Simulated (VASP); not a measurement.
The system is CsTlH4.

```
Cs Tl H
1.0
     4.83575    0.00000    0.00000
     0.00000    4.83575    0.00000
     0.00000    0.00000    7.06000
Cs Tl H
1 1 4
Direct
  0.50000 0.50000 0.50000
  0.00000 0.00000 0.00000
  0.00000 0.00000 0.65407
  0.50000 0.00000 0.00000
  0.00000 0.50000 0.00000
  0.00000 0.00000 0.34593
```

- Program: VASP 6.6.1
- Task: relaxation of cell and atoms
- Functional: PBE
- Potentials or basis: VASP PAW PBE potentials, release 64 (Cs_sv, Tl_d, H)
- Cutoff: 600 eV
- k mesh: 4 × 4 × 4
- Occupations: gaussian, width 0.1 eV
- Spin: no spin polarisation

At the start: pressure -5.0 GPa; volume 27.52 Å³/atom.

Problem. Where does the relaxation end?

Solution. Over 25 steps the energy falls by 369.6 meV/atom and the volume is 17.20 Å³/atom (-37.5 %); space group P4/mmm (No. 123, to 0.1 Å) before and after.

Step by step:
| step | energy change (eV) | largest force (eV/Å) | pressure (GPa) | volume (Å³) |
| --- | --- | --- | --- | --- |
| 1 | 0.0000 | 0.2950 | -5.02 | 165.09 |
| 2 | -0.6548 | 0.3437 | -4.99 | 145.33 |
| 3 | -1.6930 | 0.3619 | 2.02 | 95.48 |
| 4 | -1.7058 | 0.0235 | -0.98 | 104.41 |
| 5 | -1.7218 | 0.1392 | 0.05 | 100.84 |
| 6 | -1.7216 | 0.1789 | 0.40 | 99.76 |
| 7 | -1.7417 | 0.2334 | 0.42 | 99.63 |
| 8 | -1.7777 | 0.4189 | 0.71 | 99.09 |
| 9 | -1.7990 | 0.3989 | 0.31 | 99.96 |
| 10 | -1.8657 | 0.5212 | -0.65 | 102.58 |
| 11 | -2.0286 | 0.8103 | -1.40 | 107.83 |
| 12 | -0.1875 | 18.1445 | 5.67 | 118.36 |
| 13 | -2.0273 | 0.8153 | -1.42 | 108.19 |
| 14 | -2.1097 | 0.5566 | -0.19 | 113.28 |
| 15 | -2.1037 | 0.7162 | -1.16 | 110.43 |
| 16 | -2.1328 | 0.3344 | -0.76 | 111.85 |
| 17 | -2.1338 | 0.1898 | -0.65 | 112.17 |
| 18 | -1.9699 | 3.0320 | 1.29 | 110.25 |
| 19 | -2.1381 | 0.0162 | -0.51 | 111.97 |
| 20 | -2.1389 | 0.0642 | -0.44 | 111.89 |
| 21 | -2.1392 | 0.1361 | -0.39 | 111.82 |
| 22 | -2.1788 | 0.0373 | -0.44 | 109.24 |
| 23 | -2.2155 | 0.2156 | -0.11 | 103.81 |
| 24 | -2.1906 | 0.7883 | 1.09 | 101.35 |
| 25 | -2.2177 | 0.0305 | 0.16 | 103.22 |

Final structure:
```
CELL_PARAMETERS angstrom
4.32366 0.00000 0.00000
0.00000 4.32366 0.00000
0.00000 0.00000 5.52133
ATOMIC_POSITIONS crystal
Cs 0.50000 0.50000 0.50000
Tl 0.00000 0.00000 0.00000
H 0.00000 0.00000 0.57968
H 0.50000 0.00000 0.00000
H 0.00000 0.50000 0.00000
H 0.00000 0.00000 0.42032
```

Caveat: the volume moved by over 15 % at a fixed basis, so the end points are rough.
